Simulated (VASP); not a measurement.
# SiC (P6_3mc) in VASP: further runs

SiC is run at these levels: PBE; tasks: single point, relaxation of shape and atoms at fixed volume.

All numbers are computed with VASP 6.6.1; they aren't measurements. Logs are shortened: lines on timing, memory, paths and dates and some standing lists are left out, and cuts for length are marked.

## Step 1: The cell of the first run

The structure is hexagonal, space group P6_3mc (No. 186). Conventional cell: a = 3.125 Å, b = 3.125 Å, c = 15.337 Å, α = 90.00°, β = 90.00°, γ = 120.00°. Si (site symmetry 3m) has 4 C at 1.91 to 1.92 Å within 2.5 Å. Within 2.5 Å of Si (site symmetry 3m) lie 4 C at 1.91 to 1.92 Å. Within 2.5 Å of Si (site symmetry 3m) lie 4 C at 1.91 to 1.92 Å. C (site symmetry 3m) has 4 Si at 1.91 to 1.92 Å within 2.5 Å. C (site symmetry 3m) has 4 Si at 1.91 to 1.92 Å within 2.5 Å. C (site symmetry 3m) has 4 Si at 1.91 to 1.92 Å within 2.5 Å.

## Step 2: Single point, PBE (volume scaled by 1.03, then relaxed in part)

INCAR

```
SYSTEM = SiC
  PREC = Accurate
  ENCUT = 520
  EDIFF = 1E-6
  ISMEAR = 0
  SIGMA = 0.02
  LREAL = .False.
  LASPH = .True.
  NELM = 80
  ALGO = Normal
  ISIF = 2
  LWAVE = .False.
  LCHARG = .False.
  GGA = PE
  NBANDS = 36
```

KPOINTS

```
Automatic mesh
0
Gamma
  12 12 2
  0 0 0
```

POSCAR

```
SiC
1.0
    1.5627395753     -2.7067705217      0.0000000000
    1.5627395753      2.7067705217      0.0000000000
    0.0000000000      0.0000000000     15.3368338235
Si C
6 6
Direct
    0.1666625987      0.8333374013      0.8577086564
    0.8333374013      0.1666625987      0.3577086564
    0.5000001078      0.4999998922      0.5244818336
    0.4999998922      0.5000001078      0.0244818336
    0.8333309377      0.1666690623      0.6912147307
    0.1666690623      0.8333309377      0.1912147307
    0.5000013133      0.4999986867      0.6498371866
    0.4999986867      0.5000013133      0.1498371866
    0.1666670428      0.8333329572      0.9826927785
    0.8333329572      0.1666670428      0.4826927785
    0.8333306207      0.1666693793      0.8162048142
    0.1666693793      0.8333306207      0.3162048142
```

Potentials or basis: VASP PAW PBE potentials, release 64 (Si, C).

Launch:

```sh
cat potpaw_PBE.64/Si/POTCAR potpaw_PBE.64/C/POTCAR > POTCAR
mpirun -np 1 vasp_std > vasp.out
```

OUTCAR:

```text
SYSTEM = SiC
   PREC = Accurate
   ENCUT = 520
   EDIFF = 1E-6
   ISMEAR = 0
   LREAL = .False.
   LASPH = .True.
   NELM = 80
   ISIF = 2
   GGA = PE

 ion  position               nearest neighbor table
   1  0.167  0.833  0.858-  11 1.91  11 1.91  11 1.91   9 1.92   5 3.13   5 3.13   5 3.13   4 3.13
                             4 3.13   4 3.13
   2  0.833  0.167  0.358-  12 1.91  12 1.91  12 1.91  10 1.92   6 3.13   6 3.13   6 3.13   3 3.13
                             3 3.13   3 3.13
   3  0.500  0.500  0.524-  10 1.91  10 1.91  10 1.91   7 1.92   5 3.13   5 3.13   5 3.13   2 3.13
                             2 3.13   2 3.13
   4  0.500  0.500  0.024-   9 1.91   9 1.91   9 1.91   8 1.92   6 3.13   6 3.13   6 3.13   1 3.13
                             1 3.13   1 3.13
   5  0.833  0.167  0.691-   7 1.91   7 1.91   7 1.91  11 1.92   1 3.13   1 3.13   1 3.13   3 3.13
                             3 3.13   3 3.13
   6  0.167  0.833  0.191-   8 1.91   8 1.91   8 1.91  12 1.92   2 3.13   2 3.13   2 3.13   4 3.13
                             4 3.13   4 3.13
   7  0.500  0.500  0.650-   5 1.91   5 1.91   5 1.91   3 1.92
   8  0.500  0.500  0.150-   6 1.91   6 1.91   6 1.91   4 1.92
   9  0.167  0.833  0.983-   4 1.91   4 1.91   4 1.91   1 1.92
  10  0.833  0.167  0.483-   3 1.91   3 1.91   3 1.91   2 1.92
  11  0.833  0.167  0.816-   1 1.91   1 1.91   1 1.91   5 1.92
  12  0.167  0.833  0.316-   2 1.91   2 1.91   2 1.91   6 1.92

  LATTYP: Found a hexagonal cell.
 ALAT       =     3.1255018217
 C/A-ratio  =     4.9069988432

  Lattice vectors:

 A1 = (   1.5627395753,  -2.7067705217,   0.0000000000)
 A2 = (   1.5627395753,   2.7067705217,   0.0000000000)
 A3 = (   0.0000000000,   0.0000000000,  15.3368338235)

Analysis of symmetry for initial positions (statically):
=====================================================================
 Subroutine PRICEL returns:
 Original cell was already a primitive cell.

 Routine SETGRP: Setting up the symmetry group for a
 hexagonal supercell.

 Subroutine GETGRP returns: Found  4 space group operations
 (whereof  2 operations were pure point group operations)
 out of a pool of 24 trial point group operations.

The static configuration has the point symmetry C_1h.
 The point group associated with its full space group is C_2v.

Analysis of symmetry for dynamics (positions and initial velocities):
=====================================================================
 Subroutine PRICEL returns:
 Original cell was already a primitive cell.

 Routine SETGRP: Setting up the symmetry group for a
 hexagonal supercell.

[... 133 lines left out ...]
   POTIM  = 0.5000    time-step for ionic-motion
   TEBEG  =    0.0;   TEEND  =   0.0 temperature during run
   PSTRESS=    0.0 pullay stress
   NELECT =      48.0000    total number of electrons
   NUPDOWN=      -1.0000    fix difference up-down
   EMIN   =  10.00;   EMAX   =-10.00  energy-range for DOS
   EFERMI =   0.00;   METHOD = LEGACY
   ISMEAR =     0;   SIGMA  =   0.02  broadening in eV -4-tet -1-fermi 0-gaus
   EFERMI_NEDOS =   21; number of points for ismear=-14 and -15
   IALGO  =     38    algorithm
   IMIX   =      4    mixing-type and parameters
     AMIX     =   0.40;   BMIX     =  1.00
     AMIX_MAG =   1.60;   BMIX_MAG =  1.00
  volume/ion in A,a.u.               =      10.81        72.97
  Fermi-wavevector in a.u.,A,eV,Ry     =   1.175224  2.220851 18.791707  1.381151
  Thomas-Fermi vector in A             =   2.311608
   LORBIT       =      0    0 simple, 1 ext, 2 COOP (PROOUT), +10 PAW based schemes
   GGA     = PE    functional components
   LHFCALC =     F    Hartree Fock is set to
   AEXX    =    0.0000 exact exchange contribution
   IVDW    =     0    specifies the selected vdW correction
   LEPSILON=     F    determine dielectric tensor
   LRPA    =     F    only Hartree local field effects (RPA)
 non-spin polarized calculation
 Gauss-broadening in eV      SIGMA  =   0.02
  energy-cutoff  :      520.00
  volume of cell :      129.75
 maximum number of plane-waves:      3522
   NGX = 11   NGY = 11   NGZ = 57

 number of electron      48.0000001 magnetization

 Free energy of the ion-electron system (eV)
  ---------------------------------------------------
  ext. energy  EPLUGINS =         0.00000000
  ---------------------------------------------------
  free energy    TOTEN  =       -90.30253791 eV

  energy without entropy =      -90.30253791  energy(sigma->0) =      -90.30253791

 E-fermi :   7.7502     XC(G=0): -11.1629

 val. band max:        7.6638072133   @ k =   0.0000   0.0000   0.0000
 cond. band min:       9.6996608367   @ k =   0.5000  -0.0000   0.0000
 fundamental gap:      2.0358536233
 Fermi energy:         7.7502190181

 k-point     1 :       0.0000    0.0000    0.0000
  band No.  band energies     occupation
      1      -7.4485      2.00000
      2      -6.9448      2.00000
      3      -6.9116      2.00000
      4      -5.4745      2.00000
      5      -5.4471      2.00000
      6      -4.0439      2.00000
[... 925 lines left out ...]
     35      14.9203      0.00000
     36      15.0896      0.00000

 [... further k-points ...]
[... 5 lines left out ...]
  --------------------------------------------------------------------------------------
  -------------------------------------------------------------------------------------
  Total       -4.8327096     -4.8352990     -4.8023880      0.0000000      0.0000000      0.0000000
  in kB      -59.6757003    -59.7076749    -59.3012805      0.0000000      0.0000000      0.0000000
  external PRESSURE =     -59.5615519 kB  Pullay stress =       0.0000000 kB

 VOLUME and BASIS-vectors are now :
 -----------------------------------------------------------------------------
  energy-cutoff  :      520.00
  volume of cell :      129.75
      direct lattice vectors                 reciprocal lattice vectors
     1.562739575 -2.706770522  0.000000000     0.319950943 -0.184721976  0.000000000
     1.562739575  2.706770522  0.000000000     0.319950943  0.184721976  0.000000000
     0.000000000  0.000000000 15.336833823     0.000000000  0.000000000  0.065202506

 POSITION                                       TOTAL-FORCE (eV/Angst)
 -----------------------------------------------------------------------------------
      1.56274      1.80454     13.15454         0.000000     -0.000122     -0.000270
      1.56274     -1.80454      5.48612         0.000000      0.000122     -0.000270
      1.56274     -0.00000      8.04389         0.000000     -0.000026     -0.007662
      1.56274      0.00000      0.37547         0.000000      0.000026     -0.007662
      1.56274     -1.80450     10.60105         0.000000     -0.000252      0.002919
      1.56274      1.80450      2.93263         0.000000      0.000252      0.002919
      1.56274     -0.00001      9.96644         0.000000      0.000238      0.003606
      1.56274      0.00001      2.29803         0.000000     -0.000238      0.003606
      1.56274      1.80451     15.07140         0.000000      0.000049     -0.000108
      1.56274     -1.80451      7.40298         0.000000     -0.000049     -0.000108
      1.56274     -1.80450     12.51800         0.000000      0.000047      0.001516
      1.56274      1.80450      4.84958         0.000000     -0.000047      0.001516
 -----------------------------------------------------------------------------------
    total drift:                                0.000000      0.000000      0.000225

  FREE ENERGIE OF THE ION-ELECTRON SYSTEM (eV)
  ---------------------------------------------------
  free  energy   TOTEN  =       -90.3025379094 eV

  energy  without entropy=      -90.3025379094  energy(sigma->0) =      -90.30253791
```

stdout:

```text
POSCAR found type information on POSCAR SiC
 POSCAR found :  2 types and      12 ions
 scaLAPACK will be used
 LDA part: xc-table for (Slater+PW92), standard interpolation
 POSCAR, INCAR and KPOINTS ok, starting setup
 FFT: planning ... GRIDC
 FFT: planning ... GRID_SOFT
 FFT: planning ... GRID
 WAVECAR not read
 entering main loop
```

It took 8 min on 1 thread of Oxide Virtual Turin-like, shared host; peak memory 0.39 GiB.

What came out:

```
Free energy            : -90.3025 eV
Pressure               : -6.0 GPa
Largest force          : 0.008 eV/Å
Band gap on the k mesh : 2.04 eV, indirect (least direct gap 3.12 eV)
```

Forces in eV/Å, atoms in the order of the input:
```
Si   0.000  0.000  0.000
Si   0.000  0.000  0.000
Si   0.000  0.000 -0.008
Si   0.000  0.000 -0.008
Si   0.000  0.000  0.003
Si   0.000  0.000  0.003
C    0.000  0.000  0.004
C    0.000  0.000  0.004
C    0.000  0.000  0.000
C    0.000  0.000  0.000
C    0.000  0.000  0.002
C    0.000  0.000  0.002
```

Levels at points of the mesh, in eV from the valence-band top:
| k point | band 20 | band 21 | band 22 | band 23 | band 24 | band 25 | band 26 | band 27 | band 28 | band 29 |
| --- | --- | --- | --- | --- | --- | --- | --- | --- | --- | --- |
| (0.00, 0.00, 0.00) | -0.30 | -0.30 | -0.04 | 0.00 | 0.00 | 4.80 | 4.97 | 5.36 | 5.80 | 5.87 |
| (0.50, 0.00, 0.00) | -2.21 | -1.77 | -1.74 | -1.62 | -1.09 | 2.04 | 2.20 | 3.14 | 3.81 | 4.47 |
| (0.50, 0.50, 0.00) | -2.21 | -1.77 | -1.74 | -1.62 | -1.09 | 2.04 | 2.20 | 3.14 | 3.81 | 4.47 |
| (0.00, 0.00, 0.50) | -0.63 | -0.09 | -0.09 | -0.09 | -0.09 | 4.87 | 4.87 | 5.60 | 5.60 | 6.18 |
| (0.50, 0.00, 0.50) | -2.29 | -1.68 | -1.68 | -1.29 | -1.29 | 2.07 | 2.07 | 3.36 | 3.36 | 4.61 |
| (0.50, 0.50, 0.50) | -2.29 | -1.68 | -1.68 | -1.29 | -1.29 | 2.07 | 2.07 | 3.36 | 3.36 | 4.61 |

 A k mesh can miss the band edges.

(Part 1 of 2 ends here.)
